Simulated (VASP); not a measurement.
Runs of VASP 6.6.1 on CdS. The structure is that of space group F-43m (No. 216), or close to it. The cells are those of the table. 

```csv
task,cell,k mesh,cutoff (eV),smearing,gap on the mesh (eV),pressure (GPa)
relaxation of cell and atoms,"relaxed to 15 GPa from a = 4.119 Å, angles 60.0°, 2 atoms",6 × 6 × 6,600,gaussian 0.01 eV,1.33,15.0
single point,"a = 4.077 Å, angles 60.0°, 2 atoms",6 × 6 × 6,520,gaussian 0.01 eV,1.08,2.4
single point,"a = 4.041 Å, angles 60.0°, 2 atoms",6 × 6 × 6,520,gaussian 0.01 eV,(b),(a)
single point,"a = 3.896 Å, angles 60.0°, 2 atoms",6 × 6 × 6,520,gaussian 0.01 eV,1.34,15.8
relaxation of cell and atoms,"relaxed to 4 GPa from a = 4.119 Å, angles 60.0°, 2 atoms",6 × 6 × 6,600,gaussian 0.01 eV,1.12,4.0
relaxation of cell and atoms,"relaxed to 1 GPa from a = 4.119 Å, angles 60.0°, 2 atoms",6 × 6 × 6,600,gaussian 0.01 eV,1.04,1.0
relaxation of cell and atoms,"relaxed to 7 GPa from a = 4.119 Å, angles 60.0°, 2 atoms",6 × 6 × 6,600,gaussian 0.01 eV,1.19,7.0
relaxation of cell and atoms,"relaxed from a = 4.125 Å, angles 60.0°, 2 atoms",14 × 14 × 14,600,fermi-dirac 0.1 eV,1.01,0.0
```

Alike in all rows: level PBEsol; potentials or basis VASP PAW PBE potentials, release 64 (Cd, S); no spin polarisation.

Q: Estimate the missing entries.

A: (a) 4.5; (b) 1.13.

Caveats: the PAW data sets were made with another functional, which shifts forces and pressure a little; the cell is relaxed towards a set pressure, so the run minimises the enthalpy, not the energy (at least some runs); the cell stands under pressure (at least some runs).

A k mesh can miss the band edges, and the runs leave out spin-orbit coupling on Cd.
